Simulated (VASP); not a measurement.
# Bi2Te3 (R-3m) in VASP: notebook, part 2 of 2

VASP 6.6.1. The steps go on from the part before.

**4. Single point, PBE**

This run uses another cell than the first one: it holds 5 atoms, not 15.

File INCAR:

```
PREC = Accurate
ENCUT = 520
EDIFF = 1E-6
ISMEAR = 0
SIGMA = 0.02
LREAL = False
LASPH = True
NELM = 100
ALGO = Normal
ISIF = 2
LWAVE = False
LCHARG = False
GGA = PE
NBANDS = 32
```

File KPOINTS:

```
regular mesh
0
Gamma
  12 12 12
```

File POSCAR:

```
Bi2Te3
1.0
    2.2232746838      1.2836082372     10.7228908386
   -2.2232746838      1.2836082372     10.7228908386
    0.0000000000     -2.5672164744     10.7228908386
Bi Te
2 3
Direct
    0.3972076354      0.3972076354      0.3972076354
    0.6027923646      0.6027923646      0.6027923646
    0.0000000000      0.0000000000      0.0000000000
    0.2160333175      0.2160333175      0.2160333175
    0.7839666825      0.7839666825      0.7839666825
```

Potentials or basis: VASP PAW PBE potentials, release 64 (Bi_d, Te).

On the command line:

```console
> cat potpaw_PBE.64/Bi_d/POTCAR potpaw_PBE.64/Te/POTCAR > POTCAR
> mpirun -np 1 vasp_std > vasp.out
```

OUTCAR:

```text
PREC = Accurate
   ENCUT = 520
   EDIFF = 1E-6
   ISMEAR = 0
   LREAL = False
   LASPH = True
   NELM = 100
   ISIF = 2
   GGA = PE

 ion  position               nearest neighbor table
   1  0.397  0.397  0.397-   5 3.09   5 3.09   5 3.09   3 3.29   3 3.29   3 3.29
   2  0.603  0.603  0.603-   4 3.09   4 3.09   4 3.09   3 3.29   3 3.29   3 3.29
   3  0.000  0.000  0.000-   2 3.29   2 3.29   1 3.29   1 3.29   2 3.29   1 3.29
   4  0.216  0.216  0.216-   2 3.09   2 3.09   2 3.09
   5  0.784  0.784  0.784-   1 3.09   1 3.09   1 3.09

  LATTYP: Found a trigonal (rhomboedric) cell.
 ALAT       =    11.0259234698
 COS(alpha) =     0.9186820740

  Lattice vectors:

 A1 = (   2.2232746838,   1.2836082372,  10.7228908386)
 A2 = (  -2.2232746838,   1.2836082372,  10.7228908386)
 A3 = (   0.0000000000,  -2.5672164744,  10.7228908386)

Analysis of symmetry for initial positions (statically):
=====================================================================
 Subroutine PRICEL returns:
 Original cell was already a primitive cell.

[... 177 lines left out ...]

 val. band max:        4.9967078743   @ k =   0.0000   0.0000   0.0000
 cond. band min:       5.5360302836   @ k =   0.0000   0.0000   0.0000
 fundamental gap:      0.5393224094
 Fermi energy:         5.1316774900

 k-point     1 :       0.0000    0.0000    0.0000
  band No.  band energies     occupation
      1     -17.9170      2.00000
      2     -17.9170      2.00000
      3     -17.9159      2.00000
      4     -17.9159      2.00000
      5     -17.9117      2.00000
      6     -17.9106      2.00000
[... 829 lines left out ...]
     31       9.3834      0.00000
     32      10.2956      0.00000

 [... further k-points ...]

------------------------ aborting loop because EDIFF is reached ----------------------------------------

  FORCE on cell =-STRESS in cart. coord.  units (eV):
  Direction    XX          YY          ZZ          XY          YZ          ZX
  --------------------------------------------------------------------------------------
  -------------------------------------------------------------------------------------
  Total       -0.0169888     -0.0169888     -0.0084536      0.0000000     -0.0000000      0.0000000
  in kB       -0.1482461     -0.1482461     -0.0737673      0.0000000     -0.0000000      0.0000000
  external PRESSURE =      -0.1234198 kB  Pullay stress =       0.0000000 kB

 VOLUME and BASIS-vectors are now :
 -----------------------------------------------------------------------------
  energy-cutoff  :      520.00
  volume of cell :      183.61
      direct lattice vectors                 reciprocal lattice vectors
     2.223274684  1.283608237 10.722890839     0.224893489  0.129842316  0.031086144
    -2.223274684  1.283608237 10.722890839    -0.224893489  0.129842316  0.031086144
     0.000000000 -2.567216474 10.722890839     0.000000000 -0.259684632  0.031086144

 POSITION                                       TOTAL-FORCE (eV/Angst)
 -----------------------------------------------------------------------------------
      0.00000      0.00000     12.77764         0.000000     -0.000000     -0.008008
      0.00000      0.00000     19.39103         0.000000      0.000000      0.008008
      0.00000      0.00000      0.00000         0.000000     -0.000000      0.000000
      0.00000      0.00000      6.94951         0.000000      0.000000     -0.008902
      0.00000      0.00000     25.21917         0.000000     -0.000000      0.008902
 -----------------------------------------------------------------------------------
    total drift:                               -0.000000      0.000000      0.000000

  FREE ENERGIE OF THE ION-ELECTRON SYSTEM (eV)
  ---------------------------------------------------
  free  energy   TOTEN  =       -18.4041611037 eV

  energy  without entropy=      -18.4041611037  energy(sigma->0) =      -18.40416110
```

stdout:

```text
POSCAR found type information on POSCAR BiTe
 POSCAR found :  2 types and       5 ions
 scaLAPACK will be used
 LDA part: xc-table for (Slater+PW92), standard interpolation
 POSCAR, INCAR and KPOINTS ok, starting setup
 FFT: planning ... GRIDC
 FFT: planning ... GRID_SOFT
 FFT: planning ... GRID
 WAVECAR not read
 entering main loop
```

Run time: 81 min. Hardware: 1 thread of Intel Xeon 6975P-C (Granite Rapids), shared host; peak memory 1.7 GiB.

Results:

```
Free energy            : -18.4042 eV
Pressure               : 0.0 GPa
Largest force          : 0.009 eV/Å
Band gap on the k mesh : 0.54 eV
```

Forces on the atoms (eV/Å):
```
Bi   0.000  0.000 -0.008
Bi   0.000  0.000  0.008
Te   0.000  0.000  0.000
Te   0.000  0.000 -0.009
Te   0.000  0.000  0.009
```

Levels at points of the mesh, in eV from the valence-band top:
| k point | band 22 | band 23 | band 24 | band 25 | band 26 | band 27 |
| --- | --- | --- | --- | --- | --- | --- |
| (0.00, 0.00, 0.00) | -0.58 | -0.58 | 0.00 | 0.54 | 1.13 | 1.13 |
| (0.50, 0.00, 0.00) | -1.63 | -0.68 | -0.46 | 0.94 | 1.68 | 2.70 |
| (0.50, 0.50, 0.00) | -1.40 | -0.95 | -0.85 | 1.45 | 1.55 | 2.19 |
| (0.50, 0.50, 0.50) | -0.69 | -0.69 | -0.25 | 0.80 | 1.34 | 1.34 |

Caveat: spin-orbit coupling is left out, which moves the levels of the heavy elements.

**5. Single point, LDA**

This run uses another cell than the first one: it holds 5 atoms, not 15.

File INCAR:

```
ALGO = Normal
EDIFF = 1E-6
ENCUT = 520
GGA = CA
ISIF = 2
ISMEAR = 0
LASPH = True
LCHARG = False
LREAL = False
LWAVE = False
NBANDS = 32
NELM = 100
PREC = Accurate
SIGMA = 0.02
```

File KPOINTS:

```
k-points
0
Gamma
  12 12 12
```

File POSCAR:

```
Bi2Te3
1.0
    2.2232746872      1.2836082391     10.7228906756
   -2.2232746872      1.2836082391     10.7228906756
    0.0000000000     -2.5672164782     10.7228906756
Bi Te
2 3
Direct
    0.3972076361      0.3972076361      0.3972076361
    0.6027923639      0.6027923639      0.6027923639
    0.0000000000      0.0000000000      0.0000000000
    0.2160333159      0.2160333159      0.2160333159
    0.7839666841      0.7839666841      0.7839666841
```

Potentials or basis: VASP PAW LDA potentials, release 64 (Bi_d, Te).

On the command line:

```console
> cat potpaw_LDA.64/Bi_d/POTCAR potpaw_LDA.64/Te/POTCAR > POTCAR
> mpirun -np 1 vasp_std > vasp.out
```

Wall time 2.6 h (1 thread of Intel Xeon 8259CL, shared host); peak memory 1.3 GiB.

It converged, with:

| Quantity | Value |
| --- | --- |
| Free energy | -21.4065 eV |
| Pressure | -3.2 GPa |
| Largest force | 0.200 eV/Å |
| Band gap on the k mesh | 0.44 eV |

Forces in eV/Å, atoms in the order of the input:
```
Bi   0.000  0.000  0.026
Bi   0.000  0.000 -0.026
Te   0.000  0.000  0.000
Te   0.000  0.000  0.200
Te   0.000  0.000 -0.200
```

Stress tensor (GPa, compression positive):
```
-3.11  0.00  0.00
 0.00 -3.11  0.00
 0.00  0.00 -3.23
```

Levels at points of the mesh, in eV from the valence-band top:
```
           k point  band 22  band 23  band 24  band 25  band 26  band 27
(0.00, 0.00, 0.00)    -0.57    -0.57     0.00     0.44     1.08     1.08
(0.50, 0.00, 0.00)    -1.65    -0.67    -0.46     0.86     1.63     2.65
(0.50, 0.50, 0.00)    -1.42    -0.94    -0.84     1.38     1.48     2.14
(0.50, 0.50, 0.50)    -0.68    -0.68    -0.27     0.73     1.30     1.30
```

Caveat: the cell stands under tension; spin-orbit coupling is left out, which moves the levels of the heavy elements.

**6. Summary**

| level | potentials or basis | cell | k mesh | smearing | gap on the mesh (eV) | pressure (GPa) | largest force (eV/Å) |
| --- | --- | --- | --- | --- | --- | --- | --- |
| PBE | VASP PAW PBE potentials, release 64 (Bi_d, Te) | a = 4.447, b = 4.447, c = 32.169 Å, angles 90.0, 90.0, 60.0°, 15 atoms, atomic positions A | 9 × 9 × 1 | gaussian 0.05 eV | 0.54 | 0.0 | 0.02 |
| PBE | VASP PAW PBE potentials, release 64 (Bi_d, Te) | a = 11.026 Å, angles 23.3°, 5 atoms, atomic positions B | 12 × 12 × 12 | gaussian 0.02 eV | 0.54 | 0.0 | 0.01 |
| LDA | VASP PAW LDA potentials, release 64 (Bi_d, Te) | a = 11.026 Å, angles 23.3°, 5 atoms, atomic positions B | 12 × 12 × 12 | gaussian 0.02 eV | 0.44 | -3.2 | 0.20 |

Alike in all rows: task single point; no spin polarisation; cutoff (eV) 520.

Caveats: spin-orbit coupling is left out, which moves the levels of the heavy elements; an odd mesh through Γ misses points on the zone boundary, where band edges can lie (at least some runs); this functional lacks dispersion, which binds the layers, so the pressure and a relaxed spacing across them are unreliable (at least some runs); the cell stands under tension (at least some runs).

Absolute energies hang on the potentials; compare differences alone.

**7. How close it comes**

Step 3. A measured gap of Bi2Te3 is 0.17 eV (quoted in “Vacancy and Antisite-Induced Ferromagnetism in Liquid-Phase Exfoliated Bi2Te3”, 2024, arxiv:2412.10539); the calculated 0.54 eV misses it by +0.37 eV. Spin-orbit coupling on Bi, Te is left out. The value is that of PBE on a finite k mesh, which can miss the band edges, without temperature or zero-point motion.

Step 4. A measured gap of Bi2Te3 is 0.17 eV (quoted in “Vacancy and Antisite-Induced Ferromagnetism in Liquid-Phase Exfoliated Bi2Te3”, 2024, arxiv:2412.10539); the calculated 0.54 eV misses it by +0.37 eV. Spin-orbit coupling on Bi, Te is left out. The value is that of PBE on a finite k mesh, which can miss the band edges, without temperature or zero-point motion.
